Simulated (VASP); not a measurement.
# TaN (I4/mmm) in VASP: notebook

The runs below take TaN through single point, with PBE.

All numbers are computed with VASP 6.6.1; they aren't measurements. Logs are shortened: lines on timing, memory, paths and dates and some standing lists are left out, and cuts for length are marked.

### 1 The cell of the first run

Symmetry: I4/mmm, No. 139, tetragonal system. The conventional cell has a = 3.123 Å, b = 3.123 Å, c = 4.252 Å, α = 90.00°, β = 90.00°, γ = 90.00°. Ta (site symmetry 4/mmm) has 6 N at 2.13 to 2.21 Å within 2.8 Å. Within 2.8 Å of N (site symmetry 4/mmm) lie 6 Ta at 2.13 to 2.21 Å.

### 2 Single point, PBE (strain -0.0375 x Voigt [0, 1, 0, 0, 0, 0])

Contents of INCAR:

```
ALGO     = Normal         # electronic algorithm
EDIFF    = 1E-6           # SCF threshold, eV
ENCUT    = 520            # plane-wave cutoff, eV
GGA      = PE             # functional
ISIF     = 2              # what is computed and relaxed
ISMEAR   = 0              # smearing method
LASPH    = True           # aspherical terms in the spheres
LCHARG   = False          # write CHGCAR
LREAL    = False          # projectors in reciprocal space
LWAVE    = False          # write WAVECAR
NBANDS   = 15             # bands
NELM     = 100            # most SCF steps
PREC     = Accurate       # precision mode
SIGMA    = 0.15           # smearing width, eV
```

Contents of KPOINTS:

```
k-points
0
Gamma
  24 24 24
```

Contents of POSCAR:

```
TaN
1.0
    0.0000000000      2.1258109744      2.2086347786
    2.2086347786      0.0000000000      2.2086347786
    2.2086347786      2.1258109744      0.0000000000
Ta N
1 1
Direct
    0.5000000000      0.5000000000      0.5000000000
    0.0000000000      0.0000000000      0.0000000000
```

Potentials or basis: VASP PAW PBE potentials, release 64 (Ta_pv, N).

The run is started by

```console
$ cat potpaw_PBE.64/Ta_pv/POTCAR potpaw_PBE.64/N/POTCAR > POTCAR
$ mpirun -np 1 vasp_std > vasp.out
```

OUTCAR:

```text
EDIFF = 1E-6
   ENCUT = 520
   GGA = PE
   ISIF = 2
   ISMEAR = 0
   LASPH = True
   LREAL = False
   NELM = 100
   PREC = Accurate

 ion  position               nearest neighbor table
   1  0.500  0.500  0.500-   2 2.13   2 2.13   2 2.21   2 2.21   2 2.21   2 2.21
   2  0.000  0.000  0.000-   1 2.13   1 2.13   1 2.21   1 2.21   1 2.21   1 2.21

  LATTYP: Found a body centered tetragonal cell.
 ALAT       =     3.1234812582
 C/A-ratio  =     1.3611805538

  Lattice vectors:

 A1 = (   0.0000000000,  -2.1258109744,   2.2086347786)
 A2 = (   0.0000000000,  -2.1258109744,  -2.2086347786)
 A3 = (   2.2086347786,   2.1258109744,   0.0000000000)

Analysis of symmetry for initial positions (statically):
=====================================================================
 Subroutine PRICEL returns:
 Original cell was already a primitive cell.

 Routine SETGRP: Setting up the symmetry group for a
 body centered tetragonal supercell.

 Subroutine GETGRP returns: Found 16 space group operations
 (whereof 16 operations were pure point group operations)
 out of a pool of 16 trial point group operations.

The static configuration has the point symmetry D_4h.

Analysis of symmetry for dynamics (positions and initial velocities):
=====================================================================
 Subroutine PRICEL returns:
 Original cell was already a primitive cell.

 Routine SETGRP: Setting up the symmetry group for a
 body centered tetragonal supercell.

 Subroutine GETGRP returns: Found 16 space group operations
 (whereof 16 operations were pure point group operations)
 out of a pool of 16 trial point group operations.

The dynamic configuration has the point symmetry D_4h.

 Subroutine INISYM returns: Found 16 space group operations
 (whereof 16 operations are pure point group operations),
 and found     1 'primitive' translations

----------------------------------------------------------------------------------------

                                     Primitive cell

  volume of cell :      20.7397

  direct lattice vectors                    reciprocal lattice vectors
     0.000000000  2.125810974  2.208634779    -0.226384192  0.235204355  0.226384192
     2.208634779  0.000000000  2.208634779     0.226384192 -0.235204355  0.226384192
     2.208634779  2.125810974  0.000000000     0.226384192  0.235204355 -0.226384192

  length of vectors
     3.065475474  3.123481258  3.065475474     0.397266527  0.397266527  0.397266527

  position of ions in fractional coordinates (direct lattice)
     0.500000000  0.500000000  0.500000000
     0.000000000  0.000000000  0.000000000

  ion indices of the primitive-cell ions
   primitive index   ion index
                 1           1
                 2           2

----------------------------------------------------------------------------------------

 KPOINTS: k-points

Automatic generation of k-mesh.
 Grid dimensions read from file:
 generate k-points for:   24   24   24

 Generating k-lattice:

  Cartesian coordinates                     Fractional coordinates (reciprocal lattice)
    -0.009432675  0.009800181  0.009432675     0.041666667  0.000000000 -0.000000000
     0.009432675 -0.009800181  0.009432675     0.000000000  0.041666667  0.000000000
     0.009432675  0.009800181 -0.009432675    -0.000000000  0.000000000  0.041666667

  Length of vectors
     0.016552772  0.016552772  0.016552772

  Shift w.r.t. Gamma in fractional coordinates (k-lattice)
     0.000000000  0.000000000  0.000000000

 Subroutine IBZKPT returns following result:
 ===========================================

 Found   1063 irreducible k-points:

 Following reciprocal coordinates:
            Coordinates               Weight
  0.000000  0.000000  0.000000      1.000000
  0.041667  0.000000  0.000000      8.000000
  0.083333  0.000000  0.000000      8.000000
  0.125000  0.000000  0.000000      8.000000
  0.166667  0.000000  0.000000      8.000000
  0.208333  0.000000  0.000000      8.000000
[... 16 lines left out ...]
  0.416667  0.041667 -0.000000     16.000000
  0.458333  0.041667  0.000000     16.000000
 [... further k-points ...]
   k-points           NKPTS =   1063   k-points in BZ     NKDIM =   1063   number of bands    NBANDS=     15
   number of dos      NEDOS =    301   number of ions     NIONS =      2
   total plane-waves  NPLWV =  13824
   dimension x,y,z NGX =    24 NGY =   24 NGZ =   24
   dimension x,y,z NGXF=    48 NGYF=   48 NGZF=   48
   ions per type =               1   1
   NGX,Y,Z   is equivalent  to a cutoff of  13.02, 12.77, 13.02 a.u.
   NGXF,Y,Z  is equivalent  to a cutoff of  26.03, 25.55, 26.03 a.u.
 SYSTEM =  unknown system
   PREC   = accura    normal or accurate (medium, high low for compatibility)
   ISTART =      0    job   : 0-new  1-cont  2-samecut
   ICHARG =      2    charge: 1-file 2-atom 10-const
   ISPIN  =      1    spin polarized calculation?
   LNONCOLLINEAR =      F non collinear calculations
   LSORBIT =      F    spin-orbit coupling
   LASPH  =      T    aspherical Exc in radial PAW
   ENCUT  =  520.0 eV  38.22 Ry    6.18 a.u.   5.70  5.81  5.70*2*pi/ulx,y,z
   NELM   =    100;   NELMIN=  2; NELMDL= -5     # of ELM steps
   EDIFF  = 0.1E-05   stopping-criterion for ELM
   LREAL  =      F    real-space projection
   EDIFFG = 0.1E-04   stopping-criterion for IOM
   NSW    =      0    number of steps for IOM
   IBRION =     -1    ionic relax: 0-MD 1-quasi-New 2-CG
   NFREE  =      0    steps in history (QN), initial steepest desc. (CG)
   ISIF   =      2    stress and relaxation
   ISYM   =      2    0-nonsym 1-usesym 2-fastsym
   POTIM  = 0.5000    time-step for ionic-motion
   TEBEG  =    0.0;   TEEND  =   0.0 temperature during run
   PSTRESS=    0.0 pullay stress
   NELECT =      16.0000    total number of electrons
   NUPDOWN=      -1.0000    fix difference up-down
   EMIN   =  10.00;   EMAX   =-10.00  energy-range for DOS
   EFERMI =   0.00;   METHOD = LEGACY
   ISMEAR =     0;   SIGMA  =   0.15  broadening in eV -4-tet -1-fermi 0-gaus
   EFERMI_NEDOS =   21; number of points for ismear=-14 and -15
   IALGO  =     38    algorithm
   IMIX   =      4    mixing-type and parameters
     AMIX     =   0.40;   BMIX     =  1.00
     AMIX_MAG =   1.60;   BMIX_MAG =  1.00
  volume/ion in A,a.u.               =      10.37        69.98
  Fermi-wavevector in a.u.,A,eV,Ry     =   1.501461  2.837350 30.672765  2.254385
  Thomas-Fermi vector in A             =   2.612828
   LORBIT       =      0    0 simple, 1 ext, 2 COOP (PROOUT), +10 PAW based schemes
   GGA     = PE    functional components
   LHFCALC =     F    Hartree Fock is set to
   AEXX    =    0.0000 exact exchange contribution
   IVDW    =     0    specifies the selected vdW correction
   LEPSILON=     F    determine dielectric tensor
   LRPA    =     F    only Hartree local field effects (RPA)
 non-spin polarized calculation
 Gauss-broadening in eV      SIGMA  =   0.15
  energy-cutoff  :      520.00
  volume of cell :       20.74
 maximum number of plane-waves:       572
   NGX = 11   NGY = 11   NGZ = 11

 number of electron      16.0000001 magnetization

 Free energy of the ion-electron system (eV)
  ---------------------------------------------------
  ext. energy  EPLUGINS =         0.00000000
  ---------------------------------------------------
  free energy    TOTEN  =       -21.74788249 eV

  energy without entropy =      -21.73877243  energy(sigma->0) =      -21.74332746

 E-fermi :   9.8371     XC(G=0): -13.5739

 val. band max:        9.8369129341   @ k =   0.3333  -0.3333   0.1667
 cond. band min:       9.8377494707   @ k =   0.2917  -0.3333   0.0417
 fundamental gap:      0.0008365366
 Fermi energy:         9.8370754945

 k-point     1 :       0.0000    0.0000    0.0000
  band No.  band energies     occupation
      1     -25.8945      2.00000
      2     -25.8945      2.00000
      3     -25.8791      2.00000
      4      -9.2467      2.00000
      5       5.8665      2.00000
      6       5.8665      2.00000
      7       6.0646      2.00000
      8       7.5119      2.00000
      9       7.5119      2.00000
     10       7.9777      2.00000
     11       9.6268      1.95253
     12       9.8429      0.95621
     13      11.9418      0.00000
     14      19.2652      0.00000
     15      22.2649      0.00000

 k-point     2 :       0.0417    0.0000    0.0000
  band No.  band energies     occupation
      1     -25.9087      2.00000
      2     -25.8966      2.00000
      3     -25.8835      2.00000
      4      -9.2019      2.00000
      5       5.6343      2.00000
      6       5.6924      2.00000
      7       5.8757      2.00000
      8       7.6014      2.00000
      9       7.6336      2.00000
     10       8.0480      2.00000
     11       9.8094      1.20590
     12      10.0324      0.06559
     13      12.0779      0.00000
     14      19.4023      0.00000
     15      22.2648      0.00000

 k-point     3 :       0.0833    0.0000    0.0000
  band No.  band energies     occupation
      1     -25.9580      2.00000
      2     -25.9025      2.00000
      3     -25.8883      2.00000
      4      -9.0697      2.00000
      5       5.0625      2.00000
      6       5.2795      2.00000
      7       5.4502      2.00000
      8       7.8162      2.00000
      9       7.8766      2.00000
     10       8.2102      2.00000
     11      10.2990      0.00001
     12      10.5369      0.00000
     13      12.4578      0.00000
     14      19.8001      0.00000
     15      22.2646      0.00000
[... 343 lines left out ...]
 k-point    23 :       0.4167    0.0417   -0.0000
  band No.  band energies     occupation
      1     -26.7425      2.00000
      2     -26.0048      2.00000
      3     -25.9503      2.00000
      4      -6.4812      2.00000
      5      -0.1782      2.00000
      6       2.2246      2.00000
      7       2.3625      2.00000
      8      10.5456      0.00000
      9      11.3140      0.00000
     10      11.5374      0.00000
     11      14.6580      0.00000
     12      16.4250      0.00000
     13      17.1660      0.00000
     14      21.6780      0.00000
     15      22.3026      0.00000

 k-point    24 :       0.4583    0.0417    0.0000
  band No.  band energies     occupation
      1     -26.7950      2.00000
      2     -26.0133      2.00000
      3     -25.9527      2.00000
      4      -6.2285      2.00000
      5      -0.5183      2.00000
      6       2.1083      2.00000
      7       2.1906      2.00000
      8      11.1441      0.00000
      9      11.5853      0.00000
     10      11.8908      0.00000
     11      14.2833      0.00000
     12      16.9008      0.00000
     13      17.6352      0.00000
     14      21.6626      0.00000
     15      22.2978      0.00000

 [... further k-points ...]
[... 5 lines left out ...]
  --------------------------------------------------------------------------------------
  -------------------------------------------------------------------------------------
  Total        0.8445901      4.4999384      0.8445901      0.0000000      0.0000000      0.0000000
  in kB       65.2460340    347.6279577     65.2460340      0.0000000      0.0000000      0.0000000
  external PRESSURE =     159.3733419 kB  Pullay stress =       0.0000000 kB

 VOLUME and BASIS-vectors are now :
 -----------------------------------------------------------------------------
  energy-cutoff  :      520.00
  volume of cell :       20.74
      direct lattice vectors                 reciprocal lattice vectors
     0.000000000  2.125810974  2.208634779    -0.226384192  0.235204355  0.226384192
     2.208634779  0.000000000  2.208634779     0.226384192 -0.235204355  0.226384192
     2.208634779  2.125810974  0.000000000     0.226384192  0.235204355 -0.226384192

 POSITION                                       TOTAL-FORCE (eV/Angst)
 -----------------------------------------------------------------------------------
      2.20863      2.12581      2.20863         0.000000      0.000000      0.000000
      0.00000      0.00000      0.00000         0.000000      0.000000      0.000000
 -----------------------------------------------------------------------------------
    total drift:                                0.000000     -0.000000     -0.000000

  FREE ENERGIE OF THE ION-ELECTRON SYSTEM (eV)
  ---------------------------------------------------
  free  energy   TOTEN  =       -21.7478824942 eV

  energy  without entropy=      -21.7387724328  energy(sigma->0) =      -21.74332746
```

It took 3.2 min on 1 thread of Intel Xeon Platinum 8488C (Sapphire Rapids), shared host; peak memory 0.43 GiB.

Results:

| Quantity | Value |
| --- | --- |
| Free energy | -21.7479 eV |
| Pressure | 15.9 GPa |
| Band gap on the k mesh | zero (band 8 reaches 11.62 eV, above the bottom of band 9 at 7.51 eV) |

Levels at points of the mesh, in eV from the Fermi level:
| k point | band 6 | band 7 | band 8 | band 9 | band 10 | band 11 |
| --- | --- | --- | --- | --- | --- | --- |
| (0.00, 0.00, 0.00) | -3.97 | -3.77 | -2.33 | -2.33 | -1.86 | -0.21 |
| (0.50, 0.00, 0.00) | -7.79 | -7.78 | 1.79 | 2.15 | 2.16 | 3.89 |
| (0.50, 0.50, 0.00) | -5.61 | -4.73 | -4.54 | 2.08 | 3.43 | 3.92 |
| (0.50, 0.00, 0.50) | -5.70 | -4.84 | -4.84 | 2.23 | 3.68 | 3.68 |

Caveat: the cell differs from its parent crystal (strain -0.0375 x Voigt [0, 1, 0, 0, 0, 0]); spin-orbit coupling is left out, which moves the levels of the heavy elements.

[end of part 1 of 2]
